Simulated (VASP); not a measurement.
# Si3C2 (R-3c) in VASP: notebook

Runs on Si3C2. Level: PBE. Tasks: relaxation of cell and atoms, single point.

Program: VASP 6.6.1. These are calculated values, not measurements. Logs are shortened: lines on timing, memory, paths and dates and some standing lists are left out, and cuts for length are marked.

### 1 The cell of the first run

It takes space group R-3c (No. 167, trigonal). The conventional cell has a = 5.366 Å, b = 5.366 Å, c = 14.651 Å, α = 90.00°, β = 90.00°, γ = 120.00°. Si (site symmetry 2) has 4 C at 2.09 to 2.22 Å within 2.8 Å. Within 2.8 Å of C (site symmetry 3) lie 6 Si at 2.09 to 2.22 Å.

### 2 Relaxation of cell and atoms, PBE

INCAR

```
ALGO     = Normal         # electronic algorithm
EDIFF    = 1E-7           # SCF threshold, eV
EDIFFG   = -0.04          # ionic threshold
ENCUT    = 600            # plane-wave cutoff, eV
GGA      = PE             # functional
IBRION   = 2              # ionic algorithm
ISIF     = 3              # what is computed and relaxed
ISMEAR   = 0              # smearing method
LASPH    = True           # aspherical terms in the spheres
LCHARG   = False          # write CHGCAR
LREAL    = False          # projectors in reciprocal space
LWAVE    = False          # write WAVECAR
NELM     = 80             # most SCF steps
NSW      = 90             # ionic steps
PREC     = Accurate       # precision mode
SIGMA    = 0.1            # smearing width, eV
```

KPOINTS

```
k-points
0
Gamma
  6 6 6
```

POSCAR

```
Si3C2
1.0
    2.6830504695      1.5490599108      4.8835547698
   -2.6830504695      1.5490599108      4.8835547698
    0.0000000000     -3.0981198217      4.8835547698
Si C
6 4
Direct
    0.0562500000      0.4437500000      0.7500000000
    0.7500000000      0.0562500000      0.4437500000
    0.4437500000      0.7500000000      0.0562500000
    0.9437500000      0.5562500000      0.2500000000
    0.2500000000      0.9437500000      0.5562500000
    0.5562500000      0.2500000000      0.9437500000
    0.8521800000      0.8521800000      0.8521800000
    0.6478200000      0.6478200000      0.6478200000
    0.1478200000      0.1478200000      0.1478200000
    0.3521800000      0.3521800000      0.3521800000
```

Potentials or basis: VASP PAW PBE potentials, release 64 (Si, C).

On the command line:

```
cat potpaw_PBE.64/Si/POTCAR potpaw_PBE.64/C/POTCAR > POTCAR
mpirun -np 1 vasp_std > vasp.out
```

OUTCAR:

```text
EDIFF = 1E-7
   EDIFFG = -0.04
   ENCUT = 600
   GGA = PE
   IBRION = 2
   ISIF = 3
   ISMEAR = 0
   LASPH = True
   LREAL = False
   NELM = 80
   NSW = 90
   PREC = Accurate

 ion  position               nearest neighbor table
   1  0.056  0.444  0.750-   9 2.09  10 2.09   7 2.22   8 2.22   2 2.85   3 2.85   4 2.95   4 2.95
                             5 3.07   6 3.07   5 3.07   6 3.07
   2  0.750  0.056  0.444-  10 2.09   9 2.09   8 2.22   7 2.22   1 2.85   3 2.85   5 2.95   5 2.95
                             4 3.07   4 3.07   6 3.07   6 3.07
   3  0.444  0.750  0.056-   9 2.09  10 2.09   7 2.22   8 2.22   1 2.85   2 2.85   6 2.95   6 2.95
                             4 3.07   4 3.07   5 3.07   5 3.07
   4  0.944  0.556  0.250-   7 2.09   8 2.09   9 2.22  10 2.22   6 2.85   5 2.85   1 2.95   1 2.95
                             2 3.07   3 3.07   3 3.07   2 3.07
   5  0.250  0.944  0.556-   8 2.09   7 2.09  10 2.22   9 2.22   4 2.85   6 2.85   2 2.95   2 2.95
                             1 3.07   1 3.07   3 3.07   3 3.07
   6  0.556  0.250  0.944-   7 2.09   8 2.09   9 2.22  10 2.22   4 2.85   5 2.85   3 2.95   3 2.95
                             1 3.07   1 3.07   2 3.07   2 3.07
   7  0.852  0.852  0.852-   6 2.09   5 2.09   4 2.09   1 2.22   3 2.22   2 2.22
   8  0.648  0.648  0.648-   5 2.09   6 2.09   4 2.09   1 2.22   2 2.22   3 2.22
   9  0.148  0.148  0.148-   3 2.09   2 2.09   1 2.09   4 2.22   6 2.22   5 2.22
  10  0.352  0.352  0.352-   2 2.09   3 2.09   1 2.09   4 2.22   5 2.22   6 2.22

  LATTYP: Found a trigonal (rhomboedric) cell.
 ALAT       =     5.7833773540
 COS(alpha) =     0.5695481095

  Lattice vectors:

 A1 = (   2.6830504695,   1.5490599108,   4.8835547698)
 A2 = (  -2.6830504695,   1.5490599108,   4.8835547698)
 A3 = (   0.0000000000,  -3.0981198217,   4.8835547698)

Analysis of symmetry for initial positions (statically):
=====================================================================
 Subroutine PRICEL returns:
 Original cell was already a primitive cell.

 Routine SETGRP: Setting up the symmetry group for a
 trigonal (rhombohedral) supercell.

 Subroutine GETGRP returns: Found 12 space group operations
 (whereof  6 operations were pure point group operations)
 out of a pool of 12 trial point group operations.

The static configuration has the point symmetry S_6 .
 The point group associated with its full space group is D_3d.

Analysis of symmetry for dynamics (positions and initial velocities):
=====================================================================
 Subroutine PRICEL returns:
 Original cell was already a primitive cell.

 Routine SETGRP: Setting up the symmetry group for a
 trigonal (rhombohedral) supercell.

 Subroutine GETGRP returns: Found 12 space group operations
 (whereof  6 operations were pure point group operations)
 out of a pool of 12 trial point group operations.

The dynamic configuration has the point symmetry S_6 .
 The point group associated with its full space group is D_3d.

 Subroutine INISYM returns: Found 12 space group operations
 (whereof  6 operations are pure point group operations),
 and found     1 'primitive' translations

----------------------------------------------------------------------------------------

                                     Primitive cell

  volume of cell :     121.7824

  direct lattice vectors                    reciprocal lattice vectors
     2.683050469  1.549059911  4.883554770     0.186355048  0.107592137  0.068256291
    -2.683050469  1.549059911  4.883554770    -0.186355048  0.107592137  0.068256291
     0.000000000 -3.098119822  4.883554770     0.000000000 -0.215184275  0.068256291

  length of vectors
     5.783377354  5.783377354  5.783377354     0.225750290  0.225750290  0.225750290

  position of ions in fractional coordinates (direct lattice)
     0.056250000  0.443750000  0.750000000
     0.750000000  0.056250000  0.443750000
     0.443750000  0.750000000  0.056250000
     0.943750000  0.556250000  0.250000000
     0.250000000  0.943750000  0.556250000
     0.556250000  0.250000000  0.943750000
     0.852180000  0.852180000  0.852180000
     0.647820000  0.647820000  0.647820000
     0.147820000  0.147820000  0.147820000
     0.352180000  0.352180000  0.352180000

  ion indices of the primitive-cell ions
   primitive index   ion index
                 1           1
                 2           2
                 3           3
                 4           4
                 5           5
                 6           6
                 7           7
                 8           8
                 9           9
                10          10

----------------------------------------------------------------------------------------

 KPOINTS: k-points

Automatic generation of k-mesh.
 Grid dimensions read from file:
 generate k-points for:    6    6    6

 Generating k-lattice:

  Cartesian coordinates                     Fractional coordinates (reciprocal lattice)
     0.031059175  0.017932023  0.011376048     0.166666667  0.000000000  0.000000000
    -0.031059175  0.017932023  0.011376048     0.000000000  0.166666667  0.000000000
     0.000000000 -0.035864046  0.011376048     0.000000000  0.000000000  0.166666667

  Length of vectors
     0.037625048  0.037625048  0.037625048

  Shift w.r.t. Gamma in fractional coordinates (k-lattice)
     0.000000000  0.000000000  0.000000000

 Subroutine IBZKPT returns following result:
 ===========================================

 Found     32 irreducible k-points:

 Following reciprocal coordinates:
            Coordinates               Weight
  0.000000  0.000000  0.000000      1.000000
  0.166667 -0.000000 -0.000000      6.000000
  0.333333 -0.000000 -0.000000      6.000000
  0.500000  0.000000 -0.000000      3.000000
  0.166667  0.166667 -0.000000      6.000000
  0.333333  0.166667  0.000000     12.000000
[... 16 lines left out ...]
  0.500000  0.500000  0.166667      6.000000
 -0.333333  0.500000  0.166667     12.000000
 [... further k-points ...]
   k-points           NKPTS =     32   k-points in BZ     NKDIM =     32   number of bands    NBANDS=     26
   number of dos      NEDOS =    301   number of ions     NIONS =     10
   total plane-waves  NPLWV = 110592
   dimension x,y,z NGX =    48 NGY =   48 NGZ =   48
   dimension x,y,z NGXF=    96 NGYF=   96 NGZF=   96
   ions per type =               6   4
   NGX,Y,Z   is equivalent  to a cutoff of  13.80, 13.80, 13.80 a.u.
   NGXF,Y,Z  is equivalent  to a cutoff of  27.60, 27.60, 27.60 a.u.
 SYSTEM =  unknown system
   PREC   = accura    normal or accurate (medium, high low for compatibility)
   ISTART =      0    job   : 0-new  1-cont  2-samecut
   ICHARG =      2    charge: 1-file 2-atom 10-const
   ISPIN  =      1    spin polarized calculation?
   LNONCOLLINEAR =      F non collinear calculations
   LSORBIT =      F    spin-orbit coupling
   LASPH  =      T    aspherical Exc in radial PAW
   ENCUT  =  600.0 eV  44.10 Ry    6.64 a.u.  11.55 11.55 11.55*2*pi/ulx,y,z
   NELM   =     80;   NELMIN=  2; NELMDL= -5     # of ELM steps
   EDIFF  = 0.1E-06   stopping-criterion for ELM
   LREAL  =      F    real-space projection
   EDIFFG = -.4E-01   stopping-criterion for IOM
   NSW    =     90    number of steps for IOM
   IBRION =      2    ionic relax: 0-MD 1-quasi-New 2-CG
   NFREE  =      1    steps in history (QN), initial steepest desc. (CG)
   ISIF   =      3    stress and relaxation
   ISYM   =      2    0-nonsym 1-usesym 2-fastsym
   POTIM  = 0.5000    time-step for ionic-motion
   TEBEG  =    0.0;   TEEND  =   0.0 temperature during run
   PSTRESS=    0.0 pullay stress
   NELECT =      40.0000    total number of electrons
   NUPDOWN=      -1.0000    fix difference up-down
   EMIN   =  10.00;   EMAX   =-10.00  energy-range for DOS
   EFERMI =   0.00;   METHOD = LEGACY
   ISMEAR =     0;   SIGMA  =   0.10  broadening in eV -4-tet -1-fermi 0-gaus
   EFERMI_NEDOS =   21; number of points for ismear=-14 and -15
   IALGO  =     38    algorithm
   IMIX   =      4    mixing-type and parameters
     AMIX     =   0.40;   BMIX     =  1.00
     AMIX_MAG =   1.60;   BMIX_MAG =  1.00
  volume/ion in A,a.u.               =      12.18        82.18
  Fermi-wavevector in a.u.,A,eV,Ry     =   1.129536  2.134513 17.359011  1.275851
  Thomas-Fermi vector in A             =   2.266230
   LORBIT       =      0    0 simple, 1 ext, 2 COOP (PROOUT), +10 PAW based schemes
   GGA     = PE    functional components
   LHFCALC =     F    Hartree Fock is set to
   AEXX    =    0.0000 exact exchange contribution
   IVDW    =     0    specifies the selected vdW correction
   LEPSILON=     F    determine dielectric tensor
   LRPA    =     F    only Hartree local field effects (RPA)
 conjugate gradient relaxation of ions
 non-spin polarized calculation
 Gauss-broadening in eV      SIGMA  =   0.10
  energy-cutoff  :      600.00
  volume of cell :      121.78
 maximum number of plane-waves:      4123
 NGX is ok and might be reduce to    48
   NGX = 23   NGY = 23   NGZ = 23

--------------------------------------- Ionic step        1  -------------------------------------------

 number of electron      40.0000000 magnetization

 Free energy of the ion-electron system (eV)
  ---------------------------------------------------
  ext. energy  EPLUGINS =         0.00000000
  ---------------------------------------------------
  free energy    TOTEN  =       -58.03155301 eV

  energy without entropy =      -58.00736760  energy(sigma->0) =      -58.01946030

 E-fermi :   9.1622     XC(G=0): -11.1457

 val. band max:        9.1573227783   @ k =   0.5000   0.0000  -0.0000
 cond. band min:       9.1903783116   @ k =  -0.3333   0.5000   0.3333
 fundamental gap:      0.0330555333
 Fermi energy:         9.1622307900

 k-point     1 :       0.0000    0.0000    0.0000
  band No.  band energies     occupation
      1      -7.1656      2.00000
      2      -3.6766      2.00000
      3      -3.2471      2.00000
      4      -2.0504      2.00000
      5      -0.8235      2.00000
      6       0.0482      2.00000
[... 685 lines left out ...]
     25      11.3572      0.00000
     26      11.7268      0.00000

 [... further k-points ...]

------------------------ aborting loop because EDIFF is reached ----------------------------------------

  FORCE on cell =-STRESS in cart. coord.  units (eV):
  Direction    XX          YY          ZZ          XY          YZ          ZX
  --------------------------------------------------------------------------------------
  -------------------------------------------------------------------------------------
  Total      -10.0068018    -10.0068018     -2.6462573      0.0000000      0.0000000      0.0000000
  in kB     -131.6501960   -131.6501960    -34.8143496      0.0000000      0.0000000      0.0000000
  external PRESSURE =     -99.3715806 kB  Pullay stress =       0.0000000 kB
[... 293 lines left out ...]
  energy  without entropy=      -58.7356618641  energy(sigma->0) =      -58.74459416

--------------------------------------- Ionic step        8  -------------------------------------------

 number of electron      40.0000000 magnetization

 Free energy of the ion-electron system (eV)
  ---------------------------------------------------
  ext. energy  EPLUGINS =         0.00000000
  ---------------------------------------------------
  free energy    TOTEN  =       -58.75599883 eV

  energy without entropy =      -58.73803269  energy(sigma->0) =      -58.74701576

 E-fermi :  10.3951     XC(G=0): -11.5301

 val. band max:       10.3834434450   @ k =   0.5000   0.3333   0.1667
 cond. band min:      10.4211771165   @ k =   0.5000   0.5000   0.1667
 fundamental gap:      0.0377336715
 Fermi energy:        10.3951280609

 k-point     1 :       0.0000    0.0000    0.0000
  band No.  band energies     occupation
      1      -6.8385      2.00000
      2      -3.3143      2.00000
      3      -2.6398      2.00000
      4      -1.4159      2.00000
      5      -0.4243      2.00000
      6       1.1701      2.00000
[... 685 lines left out ...]
     25      12.8878      0.00000
     26      13.0853      0.00000

 [... further k-points ...]

------------------------ aborting loop because EDIFF is reached ----------------------------------------

  FORCE on cell =-STRESS in cart. coord.  units (eV):
  Direction    XX          YY          ZZ          XY          YZ          ZX
  --------------------------------------------------------------------------------------
  -------------------------------------------------------------------------------------
  Total       -0.0832087     -0.0832087      0.0708870      0.0000000     -0.0000000      0.0000000
  in kB       -1.1970951     -1.1970951      1.0198273      0.0000000     -0.0000000      0.0000000
  external PRESSURE =      -0.4581209 kB  Pullay stress =       0.0000000 kB
[... 25 lines left out ...]
  FREE ENERGIE OF THE ION-ELECTRON SYSTEM (eV)
  ---------------------------------------------------
  free  energy   TOTEN  =       -58.7559988300 eV

  energy  without entropy=      -58.7380326904  energy(sigma->0) =      -58.74701576

 reached required accuracy - stopping structural energy minimisation
```

Run time: 13 min. Hardware: 1 thread of Intel Xeon Platinum 8488C (Sapphire Rapids), shared host; peak memory 0.38 GiB.

What came out:

- Free energy: -58.7560 eV
- Relaxed volume: 11.14 Å³/atom
- Relaxed cell: a = 5.817 Å, b = 5.817 Å, c = 5.817 Å, α = 51.51°, β = 51.51°, γ = 51.51°
- Space group after relaxing (to 0.05 Å): R-3c (No. 167)
- Energy gained by relaxing: 72.4 meV/atom
- Ionic steps: 8
- Pressure after relaxing: 0.0 GPa
- Largest force after relaxing: 0.030 eV/Å
- Band gap on the k mesh: zero (band 20 reaches 11.53 eV, above the bottom of band 21 at 9.16 eV)

Forces on the atoms (eV/Å):
```
Si   0.023  0.000  0.000
Si  -0.012  0.020  0.000
Si  -0.012 -0.020  0.000
Si  -0.023  0.000  0.000
Si   0.012 -0.020  0.000
Si   0.012  0.020  0.000
C    0.000  0.000 -0.030
C    0.000  0.000  0.030
C    0.000  0.000  0.030
C    0.000  0.000 -0.030
```

Stress tensor (GPa, compression positive):
```
-0.12  0.00  0.00
 0.00 -0.12  0.00
 0.00  0.00  0.10
```

Step by step:
| step | energy change (eV) | largest force (eV/Å) | pressure (GPa) | volume (Å³) |
| --- | --- | --- | --- | --- |
| 1 | 0.0000 | 0.6185 | -9.94 | 121.78 |
| 2 | -0.5886 | 0.2622 | 2.64 | 108.90 |
| 3 | -0.5887 | 0.2646 | 2.38 | 109.09 |
| 4 | -0.7008 | 0.1005 | 1.61 | 109.77 |
| 5 | -0.7174 | 0.0897 | 1.56 | 110.10 |
| 6 | -0.7179 | 0.1024 | 1.58 | 110.17 |
| 7 | -0.7220 | 0.0355 | -1.01 | 112.11 |
| 8 | -0.7244 | 0.0298 | -0.05 | 111.37 |

Final structure:
```yaml
crystal:
  lattice:
    - [2.52773, 1.45939, 5.03150]
    - [-2.52773, 1.45939, 5.03150]
    - [0.00000, -2.91878, 5.03150]
  atoms:
    - { symbol: Si, position: [0.06358, 0.43642, 0.75000] }
    - { symbol: Si, position: [0.75000, 0.06358, 0.43642] }
    - { symbol: Si, position: [0.43642, 0.75000, 0.06358] }
    - { symbol: Si, position: [0.93642, 0.56358, 0.25000] }
    - { symbol: Si, position: [0.25000, 0.93642, 0.56358] }
    - { symbol: Si, position: [0.56358, 0.25000, 0.93642] }
    - { symbol: C, position: [0.85533, 0.85533, 0.85533] }
    - { symbol: C, position: [0.64467, 0.64467, 0.64467] }
    - { symbol: C, position: [0.14467, 0.14467, 0.14467] }
    - { symbol: C, position: [0.35533, 0.35533, 0.35533] }
```

Levels at points of the mesh, in eV from the Fermi level:
```
           k point  band 18  band 19  band 20  band 21  band 22  band 23
(0.00, 0.00, 0.00)    -2.84    -1.61     1.14     1.62     1.62     3.41
(0.50, 0.00, 0.00)    -0.38    -0.14    -0.14     0.34     0.34     1.29
(0.50, 0.50, 0.00)    -2.43    -1.58    -0.91     0.36     0.41     1.00
(0.50, 0.50, 0.50)    -1.52    -1.23    -1.23    -1.23    -1.23     1.99
```

### 3 Single point, PBE

This run uses another cell than the first one, of 11.06 Å³/atom, 0.908 times its volume.

INCAR

```
PREC     = Accurate       # precision mode
ENCUT    = 520            # plane-wave cutoff, eV
EDIFF    = 1E-6           # SCF threshold, eV
ISMEAR   = 0              # smearing method
SIGMA    = 0.1            # smearing width, eV
LREAL    = F              # projectors in reciprocal space
LASPH    = T              # aspherical terms in the spheres
NELM     = 60             # most SCF steps
ALGO     = Normal         # electronic algorithm
ISIF     = 2              # what is computed and relaxed
LWAVE    = F              # write WAVECAR
LCHARG   = F              # write CHGCAR
GGA      = PE             # functional
NBANDS   = 31             # bands
```

KPOINTS

```
regular mesh
0
Gamma
  12 12 12
```

POSCAR

```
Si3C2
1.0
    2.5161501077      1.4526999420      5.0435208156
   -2.5161501077      1.4526999420      5.0435208156
    0.0000000000     -2.9053998840      5.0435208156
Si C
6 4
Direct
    0.5661170944      0.9338829056      0.2500000000
    0.2500000000      0.5661170944      0.9338829056
    0.9338829056      0.2500000000      0.5661170944
    0.4338829056      0.0661170944      0.7500000000
    0.7500000000      0.4338829056      0.0661170944
    0.0661170944      0.7500000000      0.4338829056
    0.3531087794      0.3531087794      0.3531087794
    0.1468912206      0.1468912206      0.1468912206
    0.6468912206      0.6468912206      0.6468912206
    0.8531087794      0.8531087794      0.8531087794
```

Potentials or basis: VASP PAW PBE potentials, release 64 (Si, C).

On the command line:

```
cat potpaw_PBE.64/Si/POTCAR potpaw_PBE.64/C/POTCAR > POTCAR
mpirun -np 1 vasp_std > vasp.out
```

It used 560 s of CPU time on 1 thread of Intel(R) Xeon(R) Platinum 8488C (Sapphire Rapids), with other jobs on the host.

The run converged. Its results:

```
Free energy            : -58.7702 eV
Pressure               : 0.1 GPa
Largest force          : 0.005 eV/Å
Band gap on the k mesh : zero (band 20 reaches 11.42 eV, above the bottom of band 21 at 9.24 eV)
```

Forces in eV/Å, atoms in the order of the input:
```
Si  -0.001  0.000  0.000
Si   0.000 -0.001  0.000
Si   0.000  0.001  0.000
Si   0.001  0.000  0.000
Si   0.000  0.001  0.000
Si   0.000 -0.001  0.000
C    0.000  0.000  0.005
C    0.000  0.000 -0.005
C    0.000  0.000 -0.005
C    0.000  0.000  0.005
```

Levels at points of the mesh, in eV from the Fermi level:
| k point | band 17 | band 18 | band 19 | band 20 | band 21 | band 22 | band 23 | band 24 |
| --- | --- | --- | --- | --- | --- | --- | --- | --- |
| (0.00, 0.00, 0.00) | -2.68 | -2.68 | -1.68 | 0.92 | 1.49 | 1.49 | 3.41 | 3.41 |
| (0.50, 0.00, 0.00) | -0.48 | -0.48 | -0.15 | -0.15 | 0.34 | 0.34 | 1.27 | 1.27 |
| (0.50, 0.50, 0.00) | -3.16 | -2.40 | -1.50 | -0.87 | 0.26 | 0.33 | 0.94 | 2.02 |
| (0.50, 0.50, 0.50) | -1.67 | -1.67 | -1.26 | -1.26 | -1.26 | -1.26 | 2.00 | 2.00 |
